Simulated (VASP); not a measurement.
# NaLu (P4/mmm) in VASP: relaxation of volume and atoms at fixed shape with PBEsol

Aim: the relaxation of volume and atoms at fixed shape of NaLu with PBEsol.

All numbers are computed with VASP 6.6.1; they aren't measurements. Logs are shortened: lines on timing, memory, paths and dates and some standing lists are left out, and cuts for length are marked.

### 1 The cell of the first run

Symmetry: P4/mmm, No. 123, tetragonal system. The conventional cell has a = 3.638 Å, b = 3.638 Å, c = 5.145 Å, α = 90.00°, β = 90.00°, γ = 90.00°. Within 4.8 Å of Lu (site symmetry 4/mmm) lie 4 Lu at 3.64 Å and 8 Na at 3.64 Å. Na (site symmetry 4/mmm) has 8 Lu at 3.64 Å and 4 Na at 3.64 Å within 4.8 Å.

### 2 Relaxation of volume and atoms at fixed shape, PBEsol

INCAR

```
PREC = Accurate
ENCUT = 600
EDIFF = 1E-6
ISMEAR = 1
SIGMA = 0.1
LREAL = False
LASPH = True
NELM = 80
ALGO = Normal
ISIF = 8
LWAVE = False
LCHARG = False
GGA = PS
IBRION = 2
NSW = 80
EDIFFG = -0.02
```

KPOINTS

```
regular mesh
0
Gamma
  5 5 5
```

POSCAR

```
NaLu
1.0
    5.1450000000      0.0000000000      0.0000000000
    0.0000000000      5.1450000000      0.0000000000
    0.0000000000      0.0000000000      5.1450000000
Lu Na
2 2
Direct
    0.0000000000      0.0000000000      0.0000000000
    0.0000000000      0.5000000000      0.5000000000
    0.5000000000      0.0000000000      0.5000000000
    0.5000000000      0.5000000000      0.0000000000
```

Potentials or basis: VASP PAW PBE potentials, release 64 (Lu, Na_pv).

On the command line:

```
$ cat potpaw_PBE.64/Lu/POTCAR potpaw_PBE.64/Na_pv/POTCAR > POTCAR
$ mpirun -np 1 vasp_std > vasp.out
```

OUTCAR:

```text
PREC = Accurate
   ENCUT = 600
   EDIFF = 1E-6
   ISMEAR = 1
   LREAL = False
   LASPH = True
   NELM = 80
   ISIF = 8
   GGA = PS
   IBRION = 2
   NSW = 80
   EDIFFG = -0.02

 ion  position               nearest neighbor table
   1  0.000  0.000  0.000-   2 3.64   2 3.64   2 3.64   2 3.64
   2  0.000  0.500  0.500-   1 3.64   1 3.64   1 3.64   1 3.64
   3  0.500  0.000  0.500-
   4  0.500  0.500  0.000-

  LATTYP: Found a simple cubic cell.
 ALAT       =     5.1450000000

  Lattice vectors:

 A1 = (   5.1450000000,   0.0000000000,   0.0000000000)
 A2 = (   0.0000000000,   5.1450000000,   0.0000000000)
 A3 = (   0.0000000000,   0.0000000000,   5.1450000000)

Analysis of symmetry for initial positions (statically):
=====================================================================
 Subroutine PRICEL returns following result:

  LATTYP: Found a simple tetragonal cell.
 ALAT       =     3.6380643892
 C/A-ratio  =     1.4142135624

  Lattice vectors:

 A1 = (   0.0000000000,   2.5725000000,  -2.5725000000)
 A2 = (   0.0000000000,   2.5725000000,   2.5725000000)
 A3 = (   5.1450000000,   0.0000000000,   0.0000000000)

   2 primitive cells build up your supercell.

 Routine SETGRP: Setting up the symmetry group for a
 simple cubic supercell.

 Subroutine GETGRP returns: Found 16 space group operations
 (whereof 16 operations were pure point group operations)
 out of a pool of 48 trial point group operations.

The static configuration has the point symmetry D_4h.

Analysis of symmetry for dynamics (positions and initial velocities):
=====================================================================
 Subroutine PRICEL returns following result:

  LATTYP: Found a simple tetragonal cell.
 ALAT       =     3.6380643892
 C/A-ratio  =     1.4142135624

  Lattice vectors:

 A1 = (   0.0000000000,   2.5725000000,  -2.5725000000)
 A2 = (   0.0000000000,   2.5725000000,   2.5725000000)
 A3 = (   5.1450000000,   0.0000000000,   0.0000000000)

   2 primitive cells build up your supercell.

 Routine SETGRP: Setting up the symmetry group for a
 simple cubic supercell.

 Subroutine GETGRP returns: Found 16 space group operations
 (whereof 16 operations were pure point group operations)
 out of a pool of 48 trial point group operations.

The dynamic configuration has the point symmetry D_4h.
[... 77 lines left out ...]
   dimension x,y,z NGX =    42 NGY =   42 NGZ =   42
   dimension x,y,z NGXF=    84 NGYF=   84 NGZF=   84
   ions per type =               2   2
   NGX,Y,Z   is equivalent  to a cutoff of  13.57, 13.57, 13.57 a.u.
   NGXF,Y,Z  is equivalent  to a cutoff of  27.14, 27.14, 27.14 a.u.
 SYSTEM =  unknown system
   PREC   = accura    normal or accurate (medium, high low for compatibility)
   ISTART =      0    job   : 0-new  1-cont  2-samecut
   ICHARG =      2    charge: 1-file 2-atom 10-const
   ISPIN  =      1    spin polarized calculation?
   LNONCOLLINEAR =      F non collinear calculations
   LSORBIT =      F    spin-orbit coupling
   LASPH  =      T    aspherical Exc in radial PAW
   ENCUT  =  600.0 eV  44.10 Ry    6.64 a.u.  10.28 10.28 10.28*2*pi/ulx,y,z
   NELM   =     80;   NELMIN=  2; NELMDL= -5     # of ELM steps
   EDIFF  = 0.1E-05   stopping-criterion for ELM
   LREAL  =      F    real-space projection
   EDIFFG = -.2E-01   stopping-criterion for IOM
   NSW    =     80    number of steps for IOM
   IBRION =      2    ionic relax: 0-MD 1-quasi-New 2-CG
   NFREE  =      1    steps in history (QN), initial steepest desc. (CG)
   ISIF   =      8    stress and relaxation
   ISYM   =      2    0-nonsym 1-usesym 2-fastsym
   POTIM  = 0.5000    time-step for ionic-motion
   TEBEG  =    0.0;   TEEND  =   0.0 temperature during run
   PSTRESS=    0.0 pullay stress
   NELECT =      64.0000    total number of electrons
   NUPDOWN=      -1.0000    fix difference up-down
   EMIN   =  10.00;   EMAX   =-10.00  energy-range for DOS
   EFERMI =   0.00;   METHOD = LEGACY
   ISMEAR =     1;   SIGMA  =   0.10  broadening in eV -4-tet -1-fermi 0-gaus
   EFERMI_NEDOS =   21; number of points for ismear=-14 and -15
   IALGO  =     38    algorithm
   IMIX   =      4    mixing-type and parameters
     AMIX     =   0.40;   BMIX     =  1.00
     AMIX_MAG =   1.60;   BMIX_MAG =  1.00
  volume/ion in A,a.u.               =      34.05       229.77
  Fermi-wavevector in a.u.,A,eV,Ry     =   1.272769  2.405184 22.040620  1.619940
  Thomas-Fermi vector in A             =   2.405629
   LORBIT       =      0    0 simple, 1 ext, 2 COOP (PROOUT), +10 PAW based schemes
   GGA     = PS    functional components
   LHFCALC =     F    Hartree Fock is set to
   AEXX    =    0.0000 exact exchange contribution
   IVDW    =     0    specifies the selected vdW correction
   LEPSILON=     F    determine dielectric tensor
   LRPA    =     F    only Hartree local field effects (RPA)
 conjugate gradient relaxation of ions
 non-spin polarized calculation
 Methfessel and Paxton  Order N= 1 SIGMA  =   0.10
  energy-cutoff  :      600.00
  volume of cell :      136.19
 maximum number of plane-waves:      4567
 NGX is ok and might be reduce to    42
   NGX = 21   NGY = 21   NGZ = 21

--------------------------------------- Ionic step        1  -------------------------------------------

 number of electron      64.0000015 magnetization

 Free energy of the ion-electron system (eV)
  ---------------------------------------------------
  ext. energy  EPLUGINS =         0.00000000
  ---------------------------------------------------
  free energy    TOTEN  =       -10.52857184 eV

  energy without entropy =      -10.53149405  energy(sigma->0) =      -10.52954591

------------------------ aborting loop because EDIFF is reached ----------------------------------------

  FORCE on cell =-STRESS in cart. coord.  units (eV):
  Direction    XX          YY          ZZ          XY          YZ          ZX
  --------------------------------------------------------------------------------------
  -------------------------------------------------------------------------------------
  Total       -0.8488381     -2.5636255     -2.5636255      0.0000000      0.0000000     -0.0000000
  in kB       -9.9857187    -30.1584506    -30.1584506      0.0000000      0.0000000     -0.0000000
  external PRESSURE =     -23.4342066 kB  Pullay stress =       0.0000000 kB
[... 101 lines left out ...]
--------------------------------------- Ionic step        4  -------------------------------------------

 number of electron      63.9999972 magnetization

 Free energy of the ion-electron system (eV)
  ---------------------------------------------------
  ext. energy  EPLUGINS =         0.00000000
  ---------------------------------------------------
  free energy    TOTEN  =       -10.65746562 eV

  energy without entropy =      -10.65586865  energy(sigma->0) =      -10.65693330

 E-fermi :   1.5446     XC(G=0):  -8.9980

 val. band max:        1.5379520640   @ k =   0.0000   0.2000   0.0000
 cond. band min:       1.5687542591   @ k =   0.2000   0.4000   0.2000
 fundamental gap:      0.0308021950
 Fermi energy:         1.5446190755

 k-point     1 :       0.0000    0.0000    0.0000
  band No.  band energies     occupation
      1     -55.6908      2.00000
      2     -55.6742      2.00000
      3     -26.3805      2.00000
      4     -26.3732      2.00000
      5     -26.3732      2.00000
      6     -26.3334      2.00000
[... 758 lines left out ...]
  FREE ENERGIE OF THE ION-ELECTRON SYSTEM (eV)
  ---------------------------------------------------
  free  energy   TOTEN  =       -10.6574656242 eV

  energy  without entropy=      -10.6558686496  energy(sigma->0) =      -10.65693330

 reached required accuracy - stopping structural energy minimisation
```

OSZICAR:

```text
N       E                     dE             d eps       ncg     rms          rms(c)
DAV:   1     0.569645787626E+03    0.56965E+03   -0.28564E+04  1884   0.544E+03
DAV:   2     0.676178913294E+02   -0.50203E+03   -0.48217E+03  1702   0.771E+02
DAV:   3    -0.208984002530E+01   -0.69708E+02   -0.67902E+02  1492   0.217E+02
[... 44 lines left out ...]
DAV:   6    -0.106574415854E+02   -0.76450E-03   -0.23777E-03  1674   0.357E-01    0.529E-02
DAV:   7    -0.106574660270E+02   -0.24442E-04   -0.28941E-04  2018   0.104E-01    0.108E-02
DAV:   8    -0.106574657649E+02    0.26205E-06   -0.13896E-05  1496   0.243E-02    0.149E-02
DAV:   9    -0.106574667966E+02   -0.10317E-05   -0.26659E-06  1228   0.125E-02    0.956E-03
DAV:  10    -0.106574654812E+02    0.13153E-05   -0.24658E-06  1040   0.142E-02    0.427E-04
DAV:  11    -0.106574656242E+02   -0.14292E-06   -0.21854E-07   774   0.416E-03
   4 F= -.10657466E+02 E0= -.10656933E+02  d E =-.128894E+00
```

Run time: 7.2 min. Hardware: 1 thread of AMD EPYC 7R43 (Zen 3), shared host; peak memory 0.3 GiB.

What came out:

```yaml
Free_energy: -10.6575 eV
Relaxed_volume: 29.94 Å³/atom
Relaxed_cell: a = 4.929 Å, b = 4.929 Å, c = 4.929 Å, α = 90.00°, β = 90.00°, γ = 90.00°
Space_group_after_relaxing_to_0.1_Å: P4/mmm (No. 123)
Energy_gained_by_relaxing: 32.2 meV/atom
Ionic_steps: 4
Pressure_after_relaxing: 0.0 GPa
Band_gap_on_the_k_mesh: zero (bands 32 and 33 overlap by 0.16 eV)
```

The path:
| step | energy change (eV) | largest force (eV/Å) | pressure (GPa) | volume (Å³) |
| --- | --- | --- | --- | --- |
| 1 | 0.0000 | 0.0000 | -2.34 | 136.19 |
| 2 | -0.1054 | 0.0000 | -1.10 | 126.61 |
| 3 | -0.1283 | 0.0000 | -0.22 | 121.06 |
| 4 | -0.1289 | 0.0000 | 0.04 | 119.75 |

Final structure:
```xyz
4
Lattice="4.9289 0.0000 0.0000 0.0000 4.9289 0.0000 0.0000 0.0000 4.9289" Properties=species:S:1:pos:R:3 pbc="T T T"
Lu    4.9289    0.0000    4.9289
Lu    4.9289    2.4645    2.4645
Na    2.4645    0.0000    2.4645
Na    2.4645    2.4645    4.9289
```

Caveat: the PAW data sets were made with another functional, which shifts forces and pressure a little; spin-orbit coupling is left out, which moves the levels of the heavy elements.
